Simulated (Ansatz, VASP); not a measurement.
One calculation of Ti3Al2, two programs

INCAR

```
ALGO     = Normal         # electronic algorithm
EDIFF    = 1E-6           # SCF threshold, eV
EDIFFG   = -0.04          # ionic threshold
ENCUT    = 600            # plane-wave cutoff, eV
GGA      = PE             # functional
IBRION   = 2              # ionic algorithm
ISIF     = 3              # what is computed and relaxed
ISMEAR   = 0              # smearing method
LASPH    = True           # aspherical terms in the spheres
LCHARG   = False          # write CHGCAR
LREAL    = False          # projectors in reciprocal space
LWAVE    = False          # write WAVECAR
NELM     = 80             # most SCF steps
NSW      = 90             # ionic steps
PREC     = Accurate       # precision mode
SIGMA    = 0.1            # smearing width, eV
```

The input KPOINTS:

```
k-points
0
Gamma
  4 4 4
```

File POSCAR:

```
Ti3Al2
1.0
    0.0000000000      4.2383469000      4.2383469000
    4.2383469000      0.0000000000      4.2383469000
    4.2383469000      4.2383469000      0.0000000000
Ti Al
6 4
Direct
    0.2453739700      0.7546260300      0.7546260300
    0.7546260300      0.2453739700      0.2453739700
    0.7546260300      0.2453739700      0.7546260300
    0.2453739700      0.7546260300      0.2453739700
    0.7546260300      0.7546260300      0.2453739700
    0.2453739700      0.2453739700      0.7546260300
    0.2500000000      0.2500000000      0.2500000000
    0.7500000000      0.7500000000      0.7500000000
    0.0000000000      0.0000000000      0.0000000000
    0.5000000000      0.5000000000      0.5000000000
```

Input for Ansatz:

```yaml
crystal:
  lattice:
    - [0.0, 4.2383469, 4.2383469]
    - [4.2383469, 0.0, 4.2383469]
    - [4.2383469, 4.2383469, 0.0]
  atoms:
    - { symbol: Ti, position: [0.24537397, 0.75462603, 0.75462603] }
    - { symbol: Ti, position: [0.75462603, 0.24537397, 0.24537397] }
    - { symbol: Ti, position: [0.75462603, 0.24537397, 0.75462603] }
    - { symbol: Ti, position: [0.24537397, 0.75462603, 0.24537397] }
    - { symbol: Ti, position: [0.75462603, 0.75462603, 0.24537397] }
    - { symbol: Ti, position: [0.24537397, 0.24537397, 0.75462603] }
    - { symbol: Al, position: [0.25, 0.25, 0.25] }
    - { symbol: Al, position: [0.75, 0.75, 0.75] }
    - { symbol: Al, position: [0.0, 0.0, 0.0] }
    - { symbol: Al, position: [0.5, 0.5, 0.5] }
basis:
  ecutwfc: 420
kpoints:
  mp_grid: { grid: [4, 4, 4] }
hamiltonian:
  xc: pbe
scf:
  occupations: { method: gaussian, width: 0.1 }
  lower_state_search: "off"
output:
  forces: true
  stress: true
  eigenvalues: true
relax:
  adjacent_minimum: "off"
  f_tol: 0.04
  max_steps: 70
  cell: { stress_tol: 0.4 }
```

Alike in both runs: task relaxation of cell and atoms; functional PBE; k mesh 4 × 4 × 4; occupations gaussian, width 0.1 eV; no spin polarisation.

|  | VASP | Ansatz |
| --- | --- | --- |
| version | VASP 6.6.1 | Ansatz 0.2.0 |
| potentials or method | VASP PAW PBE potentials, release 64 (Ti_sv, Al), cutoff 600 eV | scalar-relativistic, plane waves, PAW |
| valence electrons in the cell | 84 | 84 |

|  | VASP | Ansatz | Ansatz less VASP |
| --- | --- | --- | --- |
| gap on the k mesh at the Fermi level, each at its own relaxed structure (eV) | none | none | - |
| relaxed volume (Å³/atom) | 20.44 | 20.47 | +0.030 |
| relaxed length of the cell vector where the two differ most in proportion (Å) | 6.612 | 6.615 | +0.0033 |

A gap of «none» marks a metal or a gap that the smearing closes.

Noted on VASP's run: the volume moved by over 15 % at a fixed basis, so the end points are rough.
